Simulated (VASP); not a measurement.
A run of VASP 6.6.1 is set up as follows.

Contents of INCAR:

```
SYSTEM = SiBrCl3
ALGO = Normal
EDIFF = 1E-6
EFERMI = MIDGAP
ENCUT = 340
GGA = PE
GGA_COMPAT = .FALSE.
ISIF = 0
ISMEAR = 0
LASPH = .TRUE.
LCHARG = .FALSE.
LREAL = .FALSE.
LWAVE = .FALSE.
NELM = 120
PREC = Accurate
SIGMA = 0.03
```

The input KPOINTS:

```
k-points
0
Gamma
  1 1 1
```

POSCAR

```
SiBrCl3
1.0
   12.0000000000      0.0000000000      0.0000000000
    0.0000000000     13.0000000000      0.0000000000
    0.0000000000      0.0000000000     13.0000000000
Cl Si Br
3 1 1
Direct
    0.4131416700      0.4504000000      0.6270153800
    0.6250916700      0.3780538500      0.4823384600
    0.3770750000      0.4125538500      0.3782153800
    0.4845000000      0.4638692300      0.4866461500
    0.5254166700      0.6251769200      0.4609000000
```

Potentials or basis: VASP PAW PBE potentials, release 64 (Cl, Si, Br).

Run with:

```sh
$ cat potpaw_PBE.64/Cl/POTCAR potpaw_PBE.64/Si/POTCAR potpaw_PBE.64/Br/POTCAR > POTCAR
$ mpirun -np 1 vasp_gam > vasp.out
```

(1) What does it give for the gap between the frontier levels?

(2) Estimate the largest force.

Answers

(1) 5.67 eV.

(2) 0.434 eV/Å.

Caveat: the cell differs from its parent crystal (last atom moved by 0.05 Å along z).
